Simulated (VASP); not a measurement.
A run of VASP 6.6.1 is set up as follows.

INCAR

```
  ALGO = Fast
  EDIFF = 1E-6
  ENCUT = 520
  GGA = PS
  ISIF = 2
  ISMEAR = -1
  LASPH = T
  LCHARG = T
  LELF = T
  LREAL = F
  LVHAR = T
  LWAVE = F
  NBANDS = 22
  NELM = 60
  PREC = Accurate
  SIGMA = 0.05
```

File KPOINTS:

```
k-points
0
Gamma
  6 6 9
```

POSCAR

```
Bi
1.0
    3.4693166343     -3.0236217303     -0.0247624961
    3.4693166343      3.0236217303     -0.0247624961
   -1.2753700823      0.0000000000      3.0890946327
Bi
2
Direct
    0.7531746139      0.7531746139      0.8377253449
    0.2468253861      0.2468253861      0.1622746551
```

Potentials or basis: VASP PAW PBE potentials, release 64 (Bi_d).

Launch:

```sh
$ cat potpaw_PBE.64/Bi_d/POTCAR > POTCAR
$ mpirun -np 1 vasp_std > vasp.out
```

Q: What does it give for the band gap on the k mesh?

A: Zero (bands 15 and 16 overlap by 4.55 eV).

Q: What does it give for the pressure?

A: -0.1 GPa.

Forces in eV/Å, atoms in the order of the input:
```
Bi   0.002  0.000 -0.001
Bi  -0.002  0.000  0.001
```

Caveat: the PAW data sets were made with another functional, which shifts forces and pressure a little; spin-orbit coupling is left out, which moves the levels of the heavy elements.
